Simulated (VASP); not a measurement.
# Nb2SiB2 (P-3m1) in VASP: further runs, part 2 of 2

VASP 6.6.1. Earlier steps stand in the parts before.

### Step 4. Relaxation of cell and atoms, PBE

The input, INCAR:

```
  PREC = Accurate
  ENCUT = 600
  EDIFF = 1E-7
  ISMEAR = 0
  SIGMA = 0.1
  LREAL = F
  LASPH = T
  NELM = 80
  ALGO = Normal
  ISIF = 3
  LWAVE = F
  LCHARG = F
  GGA = PE
  IBRION = 2
  NSW = 90
  EDIFFG = -0.04
```

The input, KPOINTS:

```
regular mesh
0
Gamma
  6 6 4
```

The input, POSCAR:

```
Nb2SiB2
1.0
    3.3657116600      0.0000000000      0.0000000000
   -1.6828558300      2.9147918000      0.0000000000
    0.0000000000      0.0000000000      5.9429483600
Nb Si B
2 1 2
Direct
    0.3333333300      0.6666666700      0.2107614700
    0.6666666700      0.3333333300      0.7892385300
    0.0000000000      0.0000000000      0.5000000000
    0.3333333300      0.6666666700      0.8751271400
    0.6666666700      0.3333333300      0.1248728600
```

Run with:

```bash
> cat potpaw_PBE.64/Nb_sv/POTCAR potpaw_PBE.64/Si/POTCAR potpaw_PBE.64/B/POTCAR > POTCAR
> mpirun -np 1 vasp_std > vasp.out
```

It took 32 min on 1 thread of Intel Xeon 8259CL, shared host; peak memory 0.2 GiB.

Results (log left out):

```yaml
Free_energy: -40.6748 eV
Relaxed_volume: 12.85 Å³/atom
Relaxed_cell: a = 2.996 Å, b = 2.996 Å, c = 8.265 Å, α = 90.00°, β = 90.00°, γ = 120.00°
Space_group_after_relaxing_to_0.1_Å: P-3m1 (No. 164)
Energy_gained_by_relaxing: 1320.8 meV/atom
Ionic_steps: 63
Pressure_after_relaxing: -0.2 GPa
Largest_force_after_relaxing: 0.039 eV/Å
Band_gap_on_the_k_mesh: zero (bands 18 and 19 overlap by 0.69 eV)
```

Forces on the atoms (eV/Å):
```
Nb   0.000  0.000  0.039
Nb   0.000  0.000 -0.039
Si   0.000  0.000  0.000
B    0.000  0.000 -0.028
B    0.000  0.000  0.028
```

Step by step:
| step | energy change (eV) | largest force (eV/Å) | pressure (GPa) | volume (Å³) |
| --- | --- | --- | --- | --- |
| 1 | 0.0000 | 3.4393 | 58.47 | 58.30 |
| 3 | -2.5915 | 0.5490 | -3.71 | 75.28 |
| 5 | -2.6031 | 0.6448 | -1.06 | 73.94 |
| 7 | -2.8011 | 0.9077 | -1.08 | 72.86 |
| 9 | -2.8059 | 0.9726 | -0.71 | 72.56 |
| 11 | -3.0016 | 0.5988 | 0.03 | 70.12 |
| 13 | -3.0520 | 0.0860 | 0.22 | 70.10 |
| 15 | -3.0528 | 0.0523 | -0.11 | 70.28 |
| 17 | -3.0536 | 0.0521 | -0.01 | 70.27 |
| 19 | -3.0544 | 0.0788 | 0.16 | 70.21 |
| 21 | -3.0690 | 0.2088 | 0.29 | 70.18 |
| 23 | -3.4710 | 1.3559 | 0.15 | 69.83 |
| 25 | -4.8635 | 3.3177 | 5.61 | 65.27 |
| 27 | -5.6459 | 1.2391 | -1.52 | 67.31 |
| 29 | -5.6462 | 1.2605 | -1.54 | 67.31 |
| 31 | -5.6462 | 1.2767 | -1.56 | 67.31 |
| 33 | -5.6468 | 1.2743 | -1.56 | 67.30 |
| 35 | -5.6495 | 1.2632 | -1.57 | 67.30 |
| 37 | -5.6598 | 1.2189 | -1.60 | 67.27 |
| 39 | -5.6978 | 1.0439 | -1.72 | 67.14 |
| 41 | -5.7948 | 0.5482 | -1.91 | 66.64 |
| 43 | -5.8127 | 0.9431 | -1.73 | 66.29 |
| 45 | -5.8650 | 0.7470 | 1.02 | 65.23 |
| 47 | -5.8884 | 0.4085 | 4.24 | 64.13 |
| 49 | -5.9455 | 0.6175 | 3.00 | 64.35 |
| 51 | -6.2051 | 2.1011 | 0.05 | 65.10 |
| 53 | -6.2956 | 2.2157 | -1.33 | 65.41 |
| 55 | -6.3556 | 2.0228 | -1.67 | 65.39 |
| 57 | -6.5970 | 0.1784 | -1.45 | 64.51 |
| 59 | -6.6025 | 0.0548 | -0.31 | 64.21 |
| 61 | -6.6035 | 0.0460 | 0.42 | 64.02 |
| 63 | -6.6041 | 0.0389 | -0.16 | 64.23 |

Final structure:
```cif
data_structure
_symmetry_space_group_name_H-M 'P 1'
_symmetry_Int_Tables_number 1
_cell_length_a 2.9956
_cell_length_b 2.9956
_cell_length_c 8.2653
_cell_angle_alpha 90.000
_cell_angle_beta 90.000
_cell_angle_gamma 120.000
_cell_volume 64.23
loop_
_atom_site_label
_atom_site_type_symbol
_atom_site_fract_x
_atom_site_fract_y
_atom_site_fract_z
_atom_site_occupancy
Nb1 Nb 0.33333 0.66667 0.23700 1
Nb2 Nb 0.66667 0.33333 0.76300 1
Si1 Si 0.00000 0.00000 0.50000 1
B1 B 0.33333 0.66667 0.96576 1
B2 B 0.66667 0.33333 0.03424 1
```

Levels at points of the mesh, in eV from the Fermi level:
```
           k point  band 16  band 17  band 18  band 19  band 20  band 21
(0.00, 0.00, 0.00)    -0.60     0.04     0.04     1.05     1.05     2.40
(0.50, 0.00, 0.00)    -1.72    -1.34    -0.73     0.86     1.37     1.88
(0.00, 0.00, 0.50)    -0.65     0.10     0.10     1.11     1.11     2.35
(0.50, 0.00, 0.50)    -2.07    -1.88    -0.61     0.54     1.99     3.50
```

Caveat: a cell axis changed by over 15 % at a fixed basis, so the end point is rough.

### Step 5. Single point, PBE

This run uses another cell than the first one, of 13.23 Å³/atom.

The input, INCAR:

```
SYSTEM = Nb2SiB2
ALGO = Normal ; EDIFF = 1E-6
ENCUT = 520 ; GGA = PE
ISIF = 2 ; ISMEAR = 0
LASPH = .TRUE. ; LCHARG = .FALSE.
LREAL = .FALSE. ; LWAVE = .FALSE.
NBANDS = 26 ; NELM = 60
PREC = Accurate ; SIGMA = 0.1
```

The input, KPOINTS:

```
k-points
0
G
  12 12 8
  0 0 0
```

The input, POSCAR:

```
Nb2SiB2
1.0
    4.0675064521      0.0000000000      0.0000000000
   -2.0337532261      3.5225639175      0.0000000000
    0.0000000000      0.0000000000      4.6178724406
Nb Si B
2 1 2
Direct
    0.3333333333      0.6666666667      0.2421246956
    0.6666666667      0.3333333333      0.7578753044
    0.0000000000      0.0000000000      0.5000000000
    0.3333333333      0.6666666667      0.7485859066
    0.6666666667      0.3333333333      0.2514140934
```

Run with:

```bash
> cat potpaw_PBE.64/Nb_sv/POTCAR potpaw_PBE.64/Si/POTCAR potpaw_PBE.64/B/POTCAR > POTCAR
> mpirun -np 1 vasp_std > vasp.out
```

Run time: 3.4 min. Hardware: 1 thread of Intel Xeon 8259CL, shared host; peak memory 0.29 GiB.

Results (log left out):

* Free energy: -38.8598 eV
* Pressure: -0.2 GPa
* Largest force: 0.003 eV/Å
* Band gap on the k mesh: zero (bands 18 and 19 overlap by 1.42 eV)

Forces in eV/Å, atoms in the order of the input:
```
Nb   0.000  0.000  0.001
Nb   0.000  0.000 -0.001
Si   0.000  0.000  0.000
B    0.000  0.000  0.003
B    0.000  0.000 -0.003
```

Levels at points of the mesh, in eV from the Fermi level:
| k point | band 14 | band 15 | band 16 | band 17 | band 18 | band 19 | band 20 | band 21 | band 22 | band 23 |
| --- | --- | --- | --- | --- | --- | --- | --- | --- | --- | --- |
| (0.00, 0.00, 0.00) | -3.28 | -3.28 | -1.38 | -1.28 | -1.28 | 0.69 | 0.69 | 1.06 | 2.29 | 2.90 |
| (0.50, 0.00, 0.00) | -2.88 | -2.62 | -1.53 | -0.75 | -0.71 | -0.01 | 0.06 | 2.16 | 2.27 | 3.15 |
| (0.00, 0.00, 0.50) | -4.01 | -3.71 | -3.14 | -1.02 | 0.87 | 0.87 | 1.19 | 1.79 | 1.79 | 2.88 |
| (0.50, 0.00, 0.50) | -3.75 | -3.53 | -2.37 | -0.88 | -0.80 | -0.32 | 1.05 | 1.97 | 2.74 | 3.01 |

### Step 6. Relaxation of cell and atoms, PBE

This run uses another cell than the first one, of 13.20 Å³/atom.

The input, INCAR:

```
SYSTEM = Nb2SiB2
ALGO = Normal ; EDIFF = 1E-6
EDIFFG = -0.01 ; ENCUT = 600
GGA = PE ; IBRION = 2
ISIF = 3 ; ISMEAR = 0
LASPH = .TRUE. ; LCHARG = .FALSE.
LREAL = .FALSE. ; LWAVE = .FALSE.
NELM = 80 ; NSW = 100
PREC = Accurate ; SIGMA = 0.1
```

KPOINTS is that of step 5.

The input, POSCAR:

```
Nb2SiB2
1.0
    4.0587560979      0.0000000000      0.0000000000
   -2.0293780490      3.5149858886      0.0000000000
    0.0000000000      0.0000000000      4.6272450257
Nb Si B
2 1 2
Direct
    0.3333333333      0.6666666667      0.2419872530
    0.6666666667      0.3333333333      0.7580127470
    0.0000000000      0.0000000000      0.5000000000
    0.3333333333      0.6666666667      0.7486413138
    0.6666666667      0.3333333333      0.2513586862
```

Potentials or basis: VASP PAW PBE potentials, release 64 (Nb_sv, Si, B).

Run with:

```bash
> cat potpaw_PBE.64/Nb_sv/POTCAR potpaw_PBE.64/Si/POTCAR potpaw_PBE.64/B/POTCAR > POTCAR
> mpirun -np 1 vasp_std > vasp.out
```

OUTCAR:

```text
SYSTEM = Nb2SiB2
   EDIFF = 1E-6
   EDIFFG = -0.01
   ENCUT = 600
   GGA = PE
   IBRION = 2
   ISIF = 3
   ISMEAR = 0
   LASPH = .TRUE.
   LREAL = .FALSE.
   NELM = 80
   NSW = 100
   PREC = Accurate

 ion  position               nearest neighbor table
   1  0.333  0.667  0.242-   4 2.28   5 2.34   5 2.34   5 2.34   4 2.34   3 2.63   3 2.63   3 2.63

   2  0.667  0.333  0.758-   5 2.28   4 2.34   4 2.34   4 2.34   5 2.34   3 2.63   3 2.63   3 2.63

   3  0.000  0.000  0.500-   4 2.61   5 2.61   5 2.61   4 2.61   5 2.61   4 2.61   1 2.63   2 2.63
                             1 2.63   2 2.63   2 2.63   1 2.63
   4  0.333  0.667  0.749-   1 2.28   2 2.34   2 2.34   2 2.34   1 2.34   3 2.61   3 2.61   3 2.61

[... 857 lines left out ...]
  Total       -0.0050021     -0.0050021      0.0472853      0.0000000      0.0000000     -0.0000000
  in kB       -0.1213108     -0.1213108      1.1467701      0.0000000      0.0000000     -0.0000000
  external PRESSURE =       0.3013829 kB  Pullay stress =       0.0000000 kB

 VOLUME and BASIS-vectors are now :
 -----------------------------------------------------------------------------
  energy-cutoff  :      600.00
  volume of cell :       66.06
      direct lattice vectors                 reciprocal lattice vectors
     4.065753460 -0.000000000 -0.000000000     0.245956871  0.142003266 -0.000000000
    -2.032876730  3.521045782  0.000000000     0.000000000  0.284006532  0.000000000
     0.000000000 -0.000000000  4.614745891     0.000000000 -0.000000000  0.216696655

 POSITION                                       TOTAL-FORCE (eV/Angst)
 -----------------------------------------------------------------------------------
     -0.00000      2.34736      1.11689         0.000000     -0.000000      0.009136
      2.03288      1.17368      3.49786        -0.000000      0.000000     -0.009136
      4.06575     -0.00000      2.30737        -0.000000     -0.000000      0.000000
     -0.00000      2.34736      3.45487        -0.000000      0.000000     -0.007754
      2.03288      1.17368      1.15988         0.000000     -0.000000      0.007754
 -----------------------------------------------------------------------------------
    total drift:                               -0.000000      0.000000     -0.000000

  FREE ENERGIE OF THE ION-ELECTRON SYSTEM (eV)
  ---------------------------------------------------
  free  energy   TOTEN  =       -38.8612137868 eV

  energy  without entropy=      -38.8442403093  energy(sigma->0) =      -38.85272705

 reached required accuracy - stopping structural energy minimisation
```

OSZICAR:

```text
N       E                     dE             d eps       ncg     rms          rms(c)
DAV:   1     0.383958810193E+03    0.38396E+03   -0.20915E+04  5764   0.181E+03
[... 13 lines left out ...]
       N       E                     dE             d eps       ncg     rms          rms(c)
DAV:   1    -0.388646934343E+02   -0.41107E-02   -0.18039E-01  6304   0.399E+00    0.332E-01
DAV:   2    -0.388621295696E+02    0.25639E-02   -0.10610E-02  7332   0.879E-01    0.178E-01
DAV:   3    -0.388612273301E+02    0.90224E-03   -0.35976E-03  9322   0.551E-01    0.486E-02
DAV:   4    -0.388612139470E+02    0.13383E-04   -0.35479E-04  7256   0.151E-01    0.236E-02
DAV:   5    -0.388612144595E+02   -0.51243E-06   -0.31873E-05 10212   0.405E-02    0.101E-02
DAV:   6    -0.388612137868E+02    0.67263E-06   -0.21779E-06  5454   0.129E-02
   2 F= -.38861214E+02 E0= -.38852727E+02  d E =-.631842E-03
```

CONTCAR:

```text
Nb2SiB2
   1.00000000000000
     4.0657534600458964   -0.0000000000000995   -0.0000000000000000
    -2.0328767300731205    3.5210457819781533    0.0000000000000000
     0.0000000000000000   -0.0000000000000000    4.6147458910047607
  Nb              Si              B
     2     1     2
Direct
     0.3333333332999970    0.6666666667000030    0.2420255414651363
     0.6666666667000030    0.3333333332999970    0.7579744585348637
     1.0000000000000000    0.0000000000000000    0.5000000000000000
     0.3333333332999970    0.6666666667000030    0.7486580544684067
     0.6666666667000030    0.3333333332999970    0.2513419455315933

  0.00000000E+00  0.00000000E+00  0.00000000E+00
  0.00000000E+00  0.00000000E+00  0.00000000E+00
  0.00000000E+00  0.00000000E+00  0.00000000E+00
  0.00000000E+00  0.00000000E+00  0.00000000E+00
  0.00000000E+00  0.00000000E+00  0.00000000E+00
```

Wall time 4.7 min (1 thread of Intel Xeon 8259CL, shared host); peak memory 0.34 GiB.

What came out:

```
Free energy                           : -38.8612 eV
Relaxed volume                        : 13.21 Å³/atom
Relaxed cell                          : a = 4.066 Å, b = 4.066 Å, c = 4.615 Å, α = 90.00°, β = 90.00°, γ = 120.00°
Space group after relaxing (to 0.1 Å) : P-3m1 (No. 164)
Energy gained by relaxing             : 0.1 meV/atom
Ionic steps                           : 2
Pressure after relaxing               : 0.0 GPa
Largest force after relaxing          : 0.009 eV/Å
Band gap on the k mesh                : zero (bands 18 and 19 overlap by 1.42 eV)
```

Forces on the atoms (eV/Å):
```
Nb   0.000  0.000  0.009
Nb   0.000  0.000 -0.009
Si   0.000  0.000  0.000
B    0.000  0.000 -0.008
B    0.000  0.000  0.008
```

Stress tensor (GPa, compression positive):
```
-0.01  0.00  0.00
 0.00 -0.01  0.00
 0.00  0.00  0.11
```

Step by step:
| step | energy change (eV) | largest force (eV/Å) | pressure (GPa) | volume (Å³) |
| --- | --- | --- | --- | --- |
| 1 | 0.0000 | 0.0037 | 0.06 | 66.01 |
| 2 | -0.0006 | 0.0091 | 0.03 | 66.06 |

Final structure:
```xyz
5
Lattice="4.0658 0.0000 0.0000 -2.0329 3.5210 0.0000 0.0000 0.0000 4.6147" Properties=species:S:1:pos:R:3 pbc="T T T"
Nb    0.0000    2.3474    1.1169
Nb    2.0329    1.1737    3.4979
Si    4.0658    0.0000    2.3074
B     0.0000    2.3474    3.4549
B     2.0329    1.1737    1.1599
```

### Step 7. Overview

```tsv
task	cell	k mesh	cutoff (eV)	gap on the mesh (eV)	pressure (GPa)	relaxed volume (Å³/atom)	largest force (eV/Å)
single point	a = 3.366, b = 3.366, c = 5.943 Å, angles 90.0, 90.0, 120.0°, 5 atoms, atomic positions A	6 × 6 × 4	520	none	58.4	-	3.44
single point	a = 4.059, b = 4.059, c = 4.627 Å, angles 90.0, 90.0, 120.0°, 5 atoms, atomic positions B	6 × 6 × 4	520	none	-0.2	-	-
relaxation of cell and atoms	relaxed from a = 3.366, b = 3.366, c = 5.943 Å, angles 90.0, 90.0, 120.0°, 5 atoms, atomic positions A	6 × 6 × 4	600	none	-0.2	12.85	0.04
single point	a = 4.068, b = 4.068, c = 4.618 Å, angles 90.0, 90.0, 120.0°, 5 atoms, atomic positions C	12 × 12 × 8	520	none	-0.2	-	-
relaxation of cell and atoms	relaxed from a = 4.059, b = 4.059, c = 4.627 Å, angles 90.0, 90.0, 120.0°, 5 atoms, atomic positions B	12 × 12 × 8	600	none	0.0	13.21	0.01
```

Alike in all rows: level PBE; potentials or basis VASP PAW PBE potentials, release 64 (Nb_sv, Si, B); no spin polarisation; smearing gaussian 0.1 eV.

Caveats: the stress differs along the axes, from 52 to 62 GPa (at least some runs); forces of over 1 eV/Å act on the atoms, so gaps and moduli don't describe the material at rest (at least some runs); a cell axis changed by over 15 % at a fixed basis, so the end point is rough (at least some runs).

Absolute energies hang on the potentials; compare differences alone.
